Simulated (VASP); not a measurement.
Input of a VASP 6.6.1 run:

INCAR

```
PREC = Accurate
ENCUT = 520
EDIFF = 1E-7
ISMEAR = 0
SIGMA = 0.01
LREAL = Auto
LASPH = T
NELM = 80
ALGO = Normal
ISIF = 2
LWAVE = F
LCHARG = F
GGA = PE
NBANDS = 102
```

KPOINTS

```
Automatic mesh
0
Gamma
  4 4 3
```

The input POSCAR:

```
ScAl3N4
1.0
    6.4856201461     -0.0088032824     -0.0045788966
   -3.2504339393      5.6123101646      0.0045788966
   -0.0070686285      0.0040810745     10.2091213903
Al Sc N
12 4 16
Direct
    0.3371438390      0.1628561610      0.7509693741
    0.1670977976      0.8309110382     -0.0029991026
    0.3282786311      0.6669539823      0.2459007345
    0.1645016687      0.8310937316      0.5023312689
    0.3372315301      0.6742036439      0.7551719259
    0.6690889618      0.3329022024     -0.0029991026
    0.8330460177      0.1717213689      0.2459007345
    0.6689062684      0.3354983313      0.5023312689
    0.8257963561      0.1627684699      0.7551719259
    0.6660405748      0.8339594252      0.0004890110
    0.8380687533      0.6619312467      0.2458343347
    0.8333681902      0.6666318098      0.7525560283
    0.1662234376      0.3337765624     -0.0103211284
    0.3373540753      0.1626459247      0.2479923762
    0.1623094556      0.3376905444      0.5022463755
    0.6658086493      0.8341913507      0.4930106193
    0.1602748167      0.3397251833      0.1975694173
    0.3405010068      0.1594989932      0.4535196264
    0.1660407067      0.3339592933      0.7134529199
    0.3449506826      0.1550493174      0.9399595079
    0.1570575504      0.8143170475      0.1830560573
    0.3214461912      0.6785550750      0.4326640188
    0.1645700316      0.8300621551      0.6927721986
    0.3454660817      0.6891816941      0.9403720814
    0.6856829525      0.3429424496      0.1830560573
    0.8214449250      0.1785538088      0.4326640188
    0.6699378449      0.3354299684      0.6927721986
    0.8108183059      0.1545339183      0.9403720814
    0.6680197774      0.8319802226      0.1934606432
    0.8434382893      0.6565617107      0.4359737474
    0.6672171702      0.8327828298      0.6996625284
    0.8328694605      0.6671305395      0.9410862532
```

Potentials or basis: VASP PAW PBE potentials, release 64 (Al, Sc_sv, N).

The run is started by

```sh
$ cat potpaw_PBE.64/Al/POTCAR potpaw_PBE.64/Sc_sv/POTCAR potpaw_PBE.64/N/POTCAR > POTCAR
$ mpirun -np 1 vasp_std > vasp.out
```

(1) Predict the largest force.

(2) What does it give for the band gap on the k mesh?

(3) Estimate the pressure.

## Answers

(1) 0.084 eV/Å.

(2) 3.58 eV (least direct gap 3.59 eV).

(3) -0.7 GPa.
